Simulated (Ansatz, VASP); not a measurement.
# Al: VASP beside Ansatz

File INCAR:

```
SYSTEM = Al
PREC = Accurate
ENCUT = 520
EDIFF = 1E-7
ISMEAR = -1
SIGMA = 0.03
LREAL = .False.
LASPH = .True.
NELM = 100
ALGO = Normal
ISIF = 2
LWAVE = .False.
LCHARG = .False.
GGA = CA
NBANDS = 8
```

Contents of KPOINTS:

```
Automatic mesh
0
Gamma
  17 17 17
  0 0 0
```

POSCAR

```
Al
1.0
    0.0404796000      2.0442198000      2.0442198000
    2.0442198000      0.0404796000      2.0442198000
    2.0442198000      2.0442198000      0.0404796000
Al
1
Direct
    0.0000000000      0.0000000000      0.0000000000
```

Input for Ansatz:

```yaml
crystal:
  lattice:
    - [0.0404796, 2.0442198, 2.0442198]
    - [2.0442198, 0.0404796, 2.0442198]
    - [2.0442198, 2.0442198, 0.0404796]
  atoms:
    - { symbol: Al, position: [0.0, 0.0, 0.0] }
kpoints:
  mp_grid: { grid: [17, 17, 17] }
  band_path:
    path:
      - [0.0, 0.0, 0.0]
      - [0.5, 0.5, 0.5]
      - [0.2451701269, 0.5, 0.7548298731]
      - [-0.2451701269, 0.2451701269, 0.5]
      - [0.0, 0.0, 0.5]
      - [0.0, 0.0, 0.0]
      - [-0.3725850634, 0.0, 0.3725850634]
      - [0.0, 0.3725850634, 0.6274149366]
      - [0.0, 0.5, 0.5]
    npoints: 5
scf:
  occupations: { method: fermi_dirac, width: 0.03 }
hamiltonian:
  xc: lda
  pseudopotentials: { kind: all_electron, lapw: { basis_error: 0.0005 } }
output:
  forces: true
  stress: true
  eigenvalues: true
```

Change from the starting cell: equal xy, yz and zx shear strains of +2 %.

Alike in both runs: task single point; functional LDA; k mesh 17 × 17 × 17; occupations fermi-dirac, width 0.03 eV; no spin polarisation.

|  | VASP | Ansatz |
| --- | --- | --- |
| version | VASP 6.6.1 | Ansatz 0.2.0 |
| potentials or method | VASP PAW LDA potentials, release 64 (Al), cutoff 520 eV | all-electron LAPW, scalar-relativistic |

VASP gave:

* pressure (GPa): -3.5
* traceless stress, the component that is largest in VASP (GPa): -0.82

Question: Which values does Ansatz return?

Answer: Pressure (GPa): -3.6; traceless stress, the component that is largest in VASP (GPa): -0.82.

LDA's correlation is that of Perdew and Zunger in VASP and of Perdew and Wang (1992) in Ansatz. Ansatz ran all-electron here, and VASP with PAW potentials.
